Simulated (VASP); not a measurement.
Crystal: ZnSe.

```
CELL_PARAMETERS angstrom
4.10770 0.00000 0.00000
0.00000 4.10770 0.00000
0.00000 0.00000 6.07035
ATOMIC_POSITIONS crystal
Zn 0.00000 0.00000 0.00000
Zn 0.50000 0.50000 0.00000
Se 0.00000 0.50000 0.24628
Se 0.50000 0.00000 0.75372
```

Program: VASP 6.6.1. Alike in all runs: task single point; no spin polarisation; cell as given; k mesh 4 × 4 × 4; cutoff (eV) 520; smearing gaussian 0.01 eV.

Order these runs on this cell by their pressure, lowest first.
A. level BLYP; potentials or basis VASP PAW PBE potentials, release 64 (Zn, Se)
B. level LDA; potentials or basis VASP PAW LDA potentials, release 64 (Zn, Se)
C. level PBEsol; potentials or basis VASP PAW PBE potentials, release 64 (Zn, Se)

B (-4.3 GPa), C (-2.5 GPa), A (3.1 GPa).

Caveats: the PAW data sets were made with another functional, which shifts forces and pressure a little (some runs).
